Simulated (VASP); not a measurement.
Runs of VASP 6.6.1 on MoS2. The structure is that of space group P6_3/mmc (No. 194), or close to it. The cells are those of the table. 

```csv
cell,k mesh,smearing,gap on the mesh (eV),pressure (GPa)
"a = 3.098, b = 3.098, c = 11.448 Å, angles 90.0, 90.0, 120.0°, 6 atoms",9 × 9 × 2,gaussian 0.1 eV,0.65,9.7
"a = 3.169, b = 3.169, c = 12.345 Å, angles 90.0, 90.0, 120.0°, 6 atoms",12 × 12 × 4,gaussian 0.02 eV,1.02,0.1
"a = 3.169, b = 3.169, c = 12.324 Å, angles 90.0, 90.0, 120.0°, 6 atoms",6 × 6 × 2,gaussian 0.1 eV,1.00,(a)
"a = 3.169, b = 3.169, c = 12.345 Å, angles 90.0, 90.0, 120.0°, 6 atoms",12 × 12 × 4,gaussian 0.01 eV,1.02,0.1
```

Alike in all rows: task single point; level r2SCAN+D3(BJ); potentials or basis VASP PAW PBE potentials, release 64 (Mo_sv, S); no spin polarisation; cutoff (eV) 520.

Question: Estimate the missing entries.

Answer: (a) -1.0.

Caveats: the PAW data sets were made with another functional, which shifts forces and pressure a little.

A k mesh can miss the band edges, and the runs leave out spin-orbit coupling on Mo.
